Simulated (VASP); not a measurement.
# ZnO (P6_3/mmc) in VASP: notebook

The runs below take ZnO through single point, with r2SCAN.

Everything below comes from runs of VASP 6.6.1. Logs are shortened: lines on timing, memory, paths and dates and some standing lists are left out, and cuts for length are marked.

## (1) The cell of the first run

It takes space group P6_3/mmc (No. 194, hexagonal). The conventional cell has a = 2.916 Å, b = 2.916 Å, c = 5.021 Å, α = 90.00°, β = 90.00°, γ = 120.00°. Zn (site symmetry -3m) has 6 O at 2.10 Å and 2 Zn at 2.51 Å within 2.8 Å. O (site symmetry -6m2) has 6 Zn at 2.10 Å within 2.8 Å.

## (2) Single point, r2SCAN (volume changed by -6%)

Input file POSCAR:

```
ZnO
1.0
    2.9160912284      0.0000000000      0.0000000000
   -1.4580456142      2.5254090836      0.0000000000
    0.0000000000      0.0000000000      5.0210000340
Zn O
2 2
Direct
    0.0000000000      0.0000000000      0.0000000000
    0.0000000000      0.0000000000      0.5000000000
    0.3333333333      0.6666666667      0.2500000000
    0.6666666667      0.3333333333      0.7500000000
```

Input file INCAR.step1:

```
PREC = Accurate ; ENCUT = 520
ISMEAR = 0 ; SIGMA = 0.01
LREAL = False ; LASPH = True
NELM = 60 ; NBANDS = 26
GGA = PE ; ALGO = Normal
EDIFF = 1E-4 ; LWAVE = True
LCHARG = False
```

Input file INCAR.step2:

```
PREC = Accurate ; ENCUT = 520
EDIFF = 1E-6 ; ISMEAR = 0
SIGMA = 0.01 ; LREAL = False
LASPH = True ; NELM = 60
ALGO = Normal ; ISIF = 2
LWAVE = False ; LCHARG = True
METAGGA = R2SCAN ; LMIXTAU = True
LELF = True ; LVHAR = True
NBANDS = 26 ; ISTART = 1
```

Input file KPOINTS:

```
Automatic mesh
0
Gamma
  9 9 4
```

Potentials or basis: VASP PAW PBE potentials, release 64 (Zn, O).

Command:

```
> cat potpaw_PBE.64/Zn/POTCAR potpaw_PBE.64/O/POTCAR > POTCAR
> cp INCAR.step1 INCAR
> mpirun -np 1 vasp_std > vasp.out
> cp INCAR.step2 INCAR
> mpirun -np 1 vasp_std > vasp.out
```

OUTCAR:

```text
PREC = Accurate
   ENCUT = 520
   EDIFF = 1E-6
   ISMEAR = 0
   LREAL = False
   LASPH = True
   NELM = 60
   ISIF = 2
   METAGGA = R2SCAN
   ISTART = 1

 ion  position               nearest neighbor table
   1  0.000  0.000  0.000-   3 2.10   4 2.10   4 2.10   3 2.10   4 2.10   3 2.10   2 2.51   2 2.51

   2  0.000  0.000  0.500-   3 2.10   4 2.10   4 2.10   3 2.10   4 2.10   3 2.10   1 2.51   1 2.51

   3  0.333  0.667  0.250-   1 2.10   2 2.10   1 2.10   2 2.10   1 2.10   2 2.10
   4  0.667  0.333  0.750-   1 2.10   2 2.10   1 2.10   2 2.10   1 2.10   2 2.10

  LATTYP: Found a hexagonal cell.
 ALAT       =     2.9160912284
 C/A-ratio  =     1.7218254303

  Lattice vectors:

 A1 = (   2.9160912284,   0.0000000000,   0.0000000000)
 A2 = (  -1.4580456142,   2.5254090836,   0.0000000000)
 A3 = (   0.0000000000,   0.0000000000,   5.0210000340)

Analysis of symmetry for initial positions (statically):
=====================================================================
 Subroutine PRICEL returns:
 Original cell was already a primitive cell.

 Routine SETGRP: Setting up the symmetry group for a
 hexagonal supercell.

 Subroutine GETGRP returns: Found 24 space group operations
 (whereof 12 operations were pure point group operations)
 out of a pool of 24 trial point group operations.

The static configuration has the point symmetry D_3d.
 The point group associated with its full space group is D_6h.

Analysis of symmetry for dynamics (positions and initial velocities):
=====================================================================
 Subroutine PRICEL returns:
 Original cell was already a primitive cell.

 Routine SETGRP: Setting up the symmetry group for a
 hexagonal supercell.

 Subroutine GETGRP returns: Found 24 space group operations
 (whereof 12 operations were pure point group operations)
 out of a pool of 24 trial point group operations.

The dynamic configuration has the point symmetry D_3d.
 The point group associated with its full space group is D_6h.

 Subroutine INISYM returns: Found 24 space group operations
 (whereof 12 operations are pure point group operations),
 and found     1 'primitive' translations

----------------------------------------------------------------------------------------

                                     Primitive cell

  volume of cell :      36.9763

  direct lattice vectors                    reciprocal lattice vectors
     2.916091228  0.000000000  0.000000000     0.342924800  0.197987725  0.000000000
    -1.458045614  2.525409084  0.000000000     0.000000000  0.395975451  0.000000000
     0.000000000  0.000000000  5.021000034     0.000000000  0.000000000  0.199163512

  length of vectors
     2.916091228  2.916091228  5.021000034     0.395975451  0.395975451  0.199163512

  position of ions in fractional coordinates (direct lattice)
     0.000000000  0.000000000  0.000000000
     0.000000000  0.000000000  0.500000000
     0.333333333  0.666666667  0.250000000
     0.666666667  0.333333333  0.750000000

  ion indices of the primitive-cell ions
   primitive index   ion index
                 1           1
                 2           2
                 3           3
                 4           4

----------------------------------------------------------------------------------------

 KPOINTS: Automatic mesh

Automatic generation of k-mesh.
 Grid dimensions read from file:
 generate k-points for:    9    9    4

 Generating k-lattice:

  Cartesian coordinates                     Fractional coordinates (reciprocal lattice)
     0.038102756  0.021998636  0.000000000     0.111111111  0.000000000  0.000000000
     0.000000000  0.043997272  0.000000000     0.000000000  0.111111111  0.000000000
     0.000000000  0.000000000  0.049790878     0.000000000  0.000000000  0.250000000

  Length of vectors
     0.043997272  0.043997272  0.049790878

  Shift w.r.t. Gamma in fractional coordinates (k-lattice)
     0.000000000  0.000000000  0.000000000

 Subroutine IBZKPT returns following result:
 ===========================================

 Found     36 irreducible k-points:

 Following reciprocal coordinates:
            Coordinates               Weight
  0.000000  0.000000  0.000000      1.000000
  0.111111  0.000000  0.000000      6.000000
  0.222222 -0.000000  0.000000      6.000000
  0.333333  0.000000  0.000000      6.000000
  0.444444 -0.000000  0.000000      6.000000
  0.111111  0.111111  0.000000      6.000000
[... 16 lines left out ...]
  0.333333  0.222222  0.250000     24.000000
  0.333333  0.333333  0.250000      4.000000
 [... further k-points ...]
   k-points           NKPTS =     36   k-points in BZ     NKDIM =     36   number of bands    NBANDS=     26
   number of dos      NEDOS =    301   number of ions     NIONS =      4
   total plane-waves  NPLWV =  23040
   dimension x,y,z NGX =    24 NGY =   24 NGZ =   40
   dimension x,y,z NGXF=    48 NGYF=   48 NGZF=   80
   ions per type =               2   2
   NGX,Y,Z   is equivalent  to a cutoff of  13.68, 13.68, 13.24 a.u.
   NGXF,Y,Z  is equivalent  to a cutoff of  27.36, 27.36, 26.49 a.u.
 SYSTEM =  unknown system
   PREC   = accura    normal or accurate (medium, high low for compatibility)
   ISTART =      1    job   : 0-new  1-cont  2-samecut
   ICHARG =      0    charge: 1-file 2-atom 10-const
   ISPIN  =      1    spin polarized calculation?
   LNONCOLLINEAR =      F non collinear calculations
   LSORBIT =      F    spin-orbit coupling
   LASPH  =      T    aspherical Exc in radial PAW
   ENCUT  =  520.0 eV  38.22 Ry    6.18 a.u.   5.42  5.42  9.34*2*pi/ulx,y,z
   NELM   =     60;   NELMIN=  2; NELMDL=  0     # of ELM steps
   EDIFF  = 0.1E-05   stopping-criterion for ELM
   LREAL  =      F    real-space projection
   EDIFFG = 0.1E-04   stopping-criterion for IOM
   NSW    =      0    number of steps for IOM
   IBRION =     -1    ionic relax: 0-MD 1-quasi-New 2-CG
   NFREE  =      0    steps in history (QN), initial steepest desc. (CG)
   ISIF   =      2    stress and relaxation
   ISYM   =      2    0-nonsym 1-usesym 2-fastsym
   POTIM  = 0.5000    time-step for ionic-motion
   TEBEG  =    0.0;   TEEND  =   0.0 temperature during run
   PSTRESS=    0.0 pullay stress
   NELECT =      36.0000    total number of electrons
   NUPDOWN=      -1.0000    fix difference up-down
   EMIN   =  10.00;   EMAX   =-10.00  energy-range for DOS
   EFERMI =   0.00;   METHOD = LEGACY
   ISMEAR =     0;   SIGMA  =   0.01  broadening in eV -4-tet -1-fermi 0-gaus
   EFERMI_NEDOS =   21; number of points for ismear=-14 and -15
   IALGO  =     38    algorithm
   IMIX   =      4    mixing-type and parameters
     AMIX     =   0.40;   BMIX     =  1.00
     AMIX_MAG =   1.60;   BMIX_MAG =  1.00
  volume/ion in A,a.u.               =       9.24        62.38
  Fermi-wavevector in a.u.,A,eV,Ry     =   1.622562  3.066198 35.820161  2.632708
  Thomas-Fermi vector in A             =   2.716155
   LORBIT       =      0    0 simple, 1 ext, 2 COOP (PROOUT), +10 PAW based schemes
   METAGGA = R2SCAN    functional components
   LHFCALC =     F    Hartree Fock is set to
   AEXX    =    0.0000 exact exchange contribution
   IVDW    =     0    specifies the selected vdW correction
   LEPSILON=     F    determine dielectric tensor
   LRPA    =     F    only Hartree local field effects (RPA)
 non-spin polarized calculation
 Gauss-broadening in eV      SIGMA  =   0.01
  energy-cutoff  :      520.00
  volume of cell :       36.98
 maximum number of plane-waves:      1016
 NGX is ok and might be reduce to    24
   NGX = 11   NGY = 11   NGZ = 19

 number of electron      36.0000014 magnetization

 Free energy of the ion-electron system (eV)
  ---------------------------------------------------
  ext. energy  EPLUGINS =         0.00000000
  ---------------------------------------------------
  free energy    TOTEN  =       -35.41601431 eV

  energy without entropy =      -35.41601431  energy(sigma->0) =      -35.41601431

 E-fermi :   3.0474     XC(G=0): -13.4323

 val. band max:        2.9728584503   @ k =   0.0000   0.0000   0.0000
 cond. band min:       4.6515049907   @ k =   0.0000   0.0000   0.0000
 fundamental gap:      1.6786465404
 Fermi energy:         3.0473972830

 k-point     1 :       0.0000    0.0000    0.0000
  band No.  band energies     occupation
      1     -17.1206      2.00000
      2     -15.7900      2.00000
      3      -5.0528      2.00000
      4      -3.2664      2.00000
      5      -3.2664      2.00000
      6      -2.9105      2.00000
[... 18 lines left out ...]
     25      22.5195      0.00000
     26      23.1416      0.00000

 k-point     2 :       0.1111    0.0000    0.0000
  band No.  band energies     occupation
      1     -16.9843      2.00000
      2     -15.7440      2.00000
      3      -4.8280      2.00000
      4      -3.2445      2.00000
      5      -3.2369      2.00000
      6      -2.9207      2.00000
[... 18 lines left out ...]
     25      20.3132      0.00000
     26      21.4781      0.00000

 k-point     3 :       0.2222   -0.0000    0.0000
  band No.  band energies     occupation
      1     -16.6131      2.00000
      2     -15.6294      2.00000
      3      -4.2219      2.00000
      4      -3.2118      2.00000
      5      -3.1808      2.00000
      6      -3.1643      2.00000
[... 18 lines left out ...]
     25      19.4002      0.00000
     26      19.4632      0.00000

 k-point     4 :       0.3333    0.0000    0.0000
  band No.  band energies     occupation
      1     -16.1245      2.00000
      2     -15.5132      2.00000
      3      -4.1019      2.00000
      4      -3.6474      2.00000
      5      -3.2770      2.00000
      6      -2.9945      2.00000
[... 18 lines left out ...]
     25      17.9915      0.00000
     26      20.0649      0.00000
[... 496 lines left out ...]
      1     -15.8354      2.00000
      2     -15.5214      2.00000
      3      -4.0930      2.00000
      4      -3.5954      2.00000
      5      -3.2206      2.00000
      6      -3.1520      2.00000
[... 18 lines left out ...]
     25      15.7333      0.00000
     26      21.4014      0.00000

 k-point    23 :       0.3333    0.2222    0.2500
  band No.  band energies     occupation
      1     -15.5578      2.00000
      2     -15.4534      2.00000
      3      -4.2708      2.00000
      4      -3.6598      2.00000
      5      -3.3252      2.00000
      6      -3.1988      2.00000
[... 18 lines left out ...]
     25      15.8816      0.00000
     26      21.0157      0.00000

 k-point    24 :       0.3333    0.3333    0.2500
  band No.  band energies     occupation
      1     -15.4454      2.00000
      2     -15.4454      2.00000
      3      -3.9095      2.00000
      4      -3.7284      2.00000
      5      -3.7283      2.00000
      6      -3.1089      2.00000
[... 18 lines left out ...]
     25      15.9164      0.00000
     26      21.6500      0.00000

 [... further k-points ...]
[... 5 lines left out ...]
  --------------------------------------------------------------------------------------
  -------------------------------------------------------------------------------------
  Total        3.3239751      3.3239751      3.8970978      0.0000000     -0.0000000      0.0000000
  in kB      144.0274526    144.0274526    168.8607898      0.0000000     -0.0000000      0.0000000
  external PRESSURE =     152.3052317 kB  Pullay stress =       0.0000000 kB

 VOLUME and BASIS-vectors are now :
 -----------------------------------------------------------------------------
  energy-cutoff  :      520.00
  volume of cell :       36.98
      direct lattice vectors                 reciprocal lattice vectors
     2.916091228  0.000000000  0.000000000     0.342924800  0.197987725  0.000000000
    -1.458045614  2.525409084  0.000000000     0.000000000  0.395975451  0.000000000
     0.000000000  0.000000000  5.021000034     0.000000000  0.000000000  0.199163512

 POSITION                                       TOTAL-FORCE (eV/Angst)
 -----------------------------------------------------------------------------------
      0.00000      0.00000      0.00000         0.000000      0.000000      0.000000
      0.00000      0.00000      2.51050        -0.000000      0.000000      0.000000
     -0.00000      1.68361      1.25525        -0.000000      0.000000     -0.000000
      1.45805      0.84180      3.76575        -0.000000     -0.000000      0.000000
 -----------------------------------------------------------------------------------
    total drift:                               -0.000000      0.000000     -0.000000

  FREE ENERGIE OF THE ION-ELECTRON SYSTEM (eV)
  ---------------------------------------------------
  free  energy   TOTEN  =       -35.4160143123 eV

  energy  without entropy=      -35.4160143123  energy(sigma->0) =      -35.41601431
```

It took 74 s on 1 thread of AMD EPYC 9R45 (Zen 5), shared host; peak memory 0.15 GiB.

Results:

```
Free energy            : -35.4160 eV
Pressure               : 15.2 GPa
Band gap on the k mesh : 1.68 eV, direct
```

Stress tensor (GPa, compression positive):
```
14.40  0.00  0.00
 0.00 14.40  0.00
 0.00  0.00 16.89
```

Caveat: the PAW data sets were made with another functional, which shifts forces and pressure a little.

## (3) Single point, r2SCAN (volume changed by -3%)

Input file POSCAR:

```
ZnO
1.0
    2.9467891815      0.0000000000      0.0000000000
   -1.4733945908      2.5519942907      0.0000000000
    0.0000000000      0.0000000000      5.0738565502
Zn O
2 2
Direct
    0.0000000000      0.0000000000      0.0000000000
    0.0000000000      0.0000000000      0.5000000000
    0.3333333333      0.6666666667      0.2500000000
    0.6666666667      0.3333333333      0.7500000000
```

INCAR.step1 is that of step 2.

INCAR.step2 is that of step 2.

KPOINTS is that of step 2.

Potentials or basis: VASP PAW PBE potentials, release 64 (Zn, O).

Command:

```
> cat potpaw_PBE.64/Zn/POTCAR potpaw_PBE.64/O/POTCAR > POTCAR
> cp INCAR.step1 INCAR
> mpirun -np 1 vasp_std > vasp.out
> cp INCAR.step2 INCAR
> mpirun -np 1 vasp_std > vasp.out
```

Wall time 78 s (1 thread of AMD EPYC 9R45 (Zen 5), shared host); peak memory 0.15 GiB.

The run converged. Its results:

```yaml
Free_energy: -35.4990 eV
Pressure: 7.6 GPa
Band_gap_on_the_k_mesh: 1.50 eV, direct
```

Stress tensor (GPa, compression positive):
```
7.16 0.00 0.00
0.00 7.16 0.00
0.00 0.00 8.58
```

Levels at points of the mesh, in eV from the valence-band top:
| k point | band 14 | band 15 | band 16 | band 17 | band 18 | band 19 | band 20 | band 21 | band 22 | band 23 |
| --- | --- | --- | --- | --- | --- | --- | --- | --- | --- | --- |
| (0.00, 0.00, 0.00) | -1.80 | -1.38 | -1.38 | 0.00 | 0.00 | 1.50 | 6.48 | 9.80 | 15.19 | 15.19 |
| (0.00, 0.00, 0.50) | -3.81 | -0.58 | -0.58 | -0.58 | -0.58 | 4.63 | 4.63 | 12.03 | 12.03 | 16.27 |

Caveat: the PAW data sets were made with another functional, which shifts forces and pressure a little.
